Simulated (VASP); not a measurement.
Wanted: the native input for a VASP 6.6.1 run.

```
Task                   : single point
Functional             : PBE
Potentials or basis    : VASP PAW PBE potentials, release 64 (Cd, Se)
Cutoff                 : 520 eV
k mesh                 : 12 × 12 × 6
Occupations            : gaussian, width 0.02 eV
Spin                   : no spin polarisation
Dipole correction      : no
Further INCAR settings : ALGO = Normal; EDIFF = 1e-06; NBANDS = 26
```

The structure of CdSe lies in POSCAR:

```
CdSe
1.0
    4.3843196039      0.0000000000      0.0000000000
   -2.1921598020      3.7969321553      0.0000000000
    0.0000000000      0.0000000000      7.1540873383
Cd Se
2 2
Direct
    0.6666666667      0.3333333333      0.5000328785
    0.3333333333      0.6666666667      1.0000328785
    0.6666666667      0.3333333333      0.8758271215
    0.3333333333      0.6666666667      0.3758271215
```

The input as run:

INCAR

```
PREC = Accurate
ENCUT = 520
EDIFF = 1E-6
ISMEAR = 0
SIGMA = 0.02
LREAL = F
LASPH = T
NELM = 80
ALGO = Normal
ISIF = 2
LWAVE = F
LCHARG = F
GGA = PE
NBANDS = 26
```

KPOINTS

```
regular mesh
0
Gamma
  12 12 6
```

Potentials or basis: VASP PAW PBE potentials, release 64 (Cd, Se).

Command:

```sh
$ cat potpaw_PBE.64/Cd/POTCAR potpaw_PBE.64/Se/POTCAR > POTCAR
$ mpirun -np 1 vasp_std > vasp.out
```

It gave:

```
Pressure               : 0.2 GPa
Band gap on the k mesh : 0.54 eV, direct
```

It took 2.8 min on 1 thread of Intel(R) Xeon(R) 6975P-C (Granite Rapids), on a shared host, peak memory 0.37 GiB.
